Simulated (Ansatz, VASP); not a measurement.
# Two plane-wave programs on Mo

File INCAR:

```
SYSTEM = Mo
PREC = Accurate
ENCUT = 500
EDIFF = 1E-6
ISMEAR = 1
SIGMA = 0.1
LREAL = .False.
LASPH = .True.
NELM = 120
ALGO = Normal
ISIF = 2
LWAVE = .False.
LCHARG = .False.
GGA = PS
NBANDS = 126
GGA_COMPAT = .False.
```

The input KPOINTS:

```
Automatic mesh
0
Gamma
  3 3 3
  0 0 0
```

Contents of POSCAR:

```
Mo
1.0
    6.3226243330      0.0000000000      0.0000000000
    0.0000000000      6.3226243330      0.0000000000
    0.0000000000      0.0000000000      6.3226243330
Mo
16
Direct
    0.0000000000      0.0000000000      0.0000000000
    0.2500000000      0.2500000000      0.2500000000
    0.0000000000      0.0000000000      0.5000000000
    0.2500000000      0.2500000000      0.7500000000
    0.0000000000      0.5000000000      0.0000000000
    0.2500000000      0.7500000000      0.2500000000
    0.0000000000      0.5000000000      0.5000000000
    0.2500000000      0.7500000000      0.7500000000
    0.5000000000      0.0000000000      0.0000000000
    0.7500000000      0.2500000000      0.2500000000
    0.5000000000      0.0000000000      0.5000000000
    0.7500000000      0.2500000000      0.7500000000
    0.5000000000      0.5000000000      0.0000000000
    0.7500000000      0.7500000000      0.2500000000
    0.5000000000      0.5000000000      0.5000000000
    0.7500000000      0.7500000000      0.7500000000
```

Input for Ansatz:

```yaml
crystal:
  lattice:
    - [6.322624333, 0.0, 0.0]
    - [0.0, 6.322624333, 0.0]
    - [0.0, 0.0, 6.322624333]
  atoms:
    - { symbol: Mo, position: [0.0, 0.0, 0.0] }
    - { symbol: Mo, position: [0.25, 0.25, 0.25] }
    - { symbol: Mo, position: [0.0, 0.0, 0.5] }
    - { symbol: Mo, position: [0.25, 0.25, 0.75] }
    - { symbol: Mo, position: [0.0, 0.5, 0.0] }
    - { symbol: Mo, position: [0.25, 0.75, 0.25] }
    - { symbol: Mo, position: [0.0, 0.5, 0.5] }
    - { symbol: Mo, position: [0.25, 0.75, 0.75] }
    - { symbol: Mo, position: [0.5, 0.0, 0.0] }
    - { symbol: Mo, position: [0.75, 0.25, 0.25] }
    - { symbol: Mo, position: [0.5, 0.0, 0.5] }
    - { symbol: Mo, position: [0.75, 0.25, 0.75] }
    - { symbol: Mo, position: [0.5, 0.5, 0.0] }
    - { symbol: Mo, position: [0.75, 0.75, 0.25] }
    - { symbol: Mo, position: [0.5, 0.5, 0.5] }
    - { symbol: Mo, position: [0.75, 0.75, 0.75] }
basis:
  ecutwfc: 420
  xc_grid: 2
hamiltonian:
  xc: pbesol
  pseudopotentials: { kind: paw, azcp: { folder: soft_1 } }
kpoints:
  mp_grid: { grid: [3, 3, 3] }
scf:
  occupations: { method: methfessel_paxton, width: 0.1 }
  max_iter: 120
output:
  forces: true
  stress: true
```

Alike in both runs: task single point; functional PBEsol; k mesh 3 × 3 × 3; occupations methfessel-paxton of order 1, width 0.1 eV; no spin polarisation.

|  | VASP | Ansatz |
| --- | --- | --- |
| version | VASP 6.6.1 | Ansatz 0.2.0 |
| potentials or method | VASP PAW PBE potentials, release 64 (Mo_sv), cutoff 500 eV | plane-wave PAW DFT |
| valence electrons in the cell | 224 | 224 |

|  | VASP | Ansatz | Ansatz less VASP |
| --- | --- | --- | --- |
| pressure (GPa) | -7.6 | -8.1 | -0.46 |

VASP's potentials were made for PBE, not for PBEsol, and Ansatz warns of the same on its side.
